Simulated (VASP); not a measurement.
KBr, 2 atoms in the cell. Symmetry: Pm-3m, No. 221, cubic system. Conventional cell: a = 4.043 Å, b = 4.043 Å, c = 4.043 Å, α = 90.00°, β = 90.00°, γ = 90.00°. Br (site symmetry m-3m) has 8 K at 3.50 Å and 6 Br at 4.04 Å within 4.6 Å. Within 4.6 Å of K (site symmetry m-3m) lie 8 Br at 3.50 Å and 6 K at 4.04 Å. 

```yaml
Program: VASP 6.6.1
Task: single point
Functional: r2SCAN50
Dispersion: D3(BJ)
Potentials_or_basis: VASP PAW PBE potentials, release 64 (Br, K_sv)
Cutoff: 520 eV
k_mesh: 4 × 4 × 4
Occupations: gaussian, width 0.01 eV
Spin: no spin polarisation
Dipole_correction: no
Grid_for_exact_exchange_PRECFOCK: Normal
Further_INCAR_settings: ALGO = Normal; EDIFF = 1e-07; NBANDS = 15
Share_of_exact_exchange: 0.5
```

Potentials or basis: VASP PAW PBE potentials, release 64 (Br, K_sv).

Run with:

```bash
$ cat potpaw_PBE.64/Br/POTCAR potpaw_PBE.64/K_sv/POTCAR > POTCAR
$ cp INCAR.step1 INCAR
$ mpirun -np 1 vasp_std > vasp.out
$ cp INCAR.step2 INCAR
$ mpirun -np 1 vasp_std > vasp.out
```

Hardware: 1 thread of AMD EPYC 9R45 (Zen 5), with other jobs on the host.

**Question.** Estimate the wall time of this run.

**Answer.** Wall time 4.4 min on 1 thread of AMD EPYC 9R45 (Zen 5), with other jobs on the host, peak memory 0.15 GiB. Counts: k points 10.
